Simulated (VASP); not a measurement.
Write the native input for VASP 6.6.1 that does the following.

```yaml
Task: single point
Functional: PBE
Potentials_or_basis: VASP PAW PBE potentials, release 64 (Nb_sv, Sb)
Cutoff: 520 eV
k_mesh: 18 × 18 × 1
Occupations: gaussian, width 0.1 eV
Spin: no spin polarisation
Dipole_correction: yes
Further_INCAR_settings: ALGO = Normal; EDIFF = 1e-06; NBANDS = 26
```

The structure of NbSb lies in POSCAR:

```
NbSb
1.0
    3.2202992857      0.0000000000      0.0000000000
   -1.6101496428      2.7888609892      0.0000000000
    0.0000000000      0.0000000000     36.8599663600
Nb Sb
2 2
Direct
    0.3333333333      0.6666666667      0.2556940424
    0.6666666667      0.3333333333      0.3140297548
    0.6666666667      0.3333333333      0.1923724470
    0.3333333333      0.6666666667      0.3773513502
```

The input as run:

INCAR

```
SYSTEM = NbSb
  ALGO = Normal
  DIPOL = 0.5 0.5 0.285
  EDIFF = 1E-6
  ENCUT = 520
  GGA = PE
  IDIPOL = 3
  ISIF = 2
  ISMEAR = 0
  LASPH = .True.
  LCHARG = .False.
  LDIPOL = .True.
  LREAL = .False.
  LWAVE = .False.
  NBANDS = 26
  NELM = 100
  PREC = Accurate
  SIGMA = 0.1
```

KPOINTS

```
k-points
0
Gamma
  18 18 1
  0 0 0
```

Potentials or basis: VASP PAW PBE potentials, release 64 (Nb_sv, Sb).

Run with:

```console
$ cat potpaw_PBE.64/Nb_sv/POTCAR potpaw_PBE.64/Sb/POTCAR > POTCAR
$ mpirun -np 1 vasp_std > vasp.out
```

It gave:

* Largest force: 0.095 eV/Å
* Band gap on the k mesh: zero (band 18 reaches -0.66 eV, above the bottom of band 19 at -1.86 eV)

Caveat: spin-orbit coupling is left out, which moves the levels of the heavy elements.

It took 8.2 min on 1 thread of Intel(R) Xeon(R) Platinum 8259CL CPU @ 2.50GHz (Skylake/Cascade Lake) (shared host), peak memory 0.6 GiB.
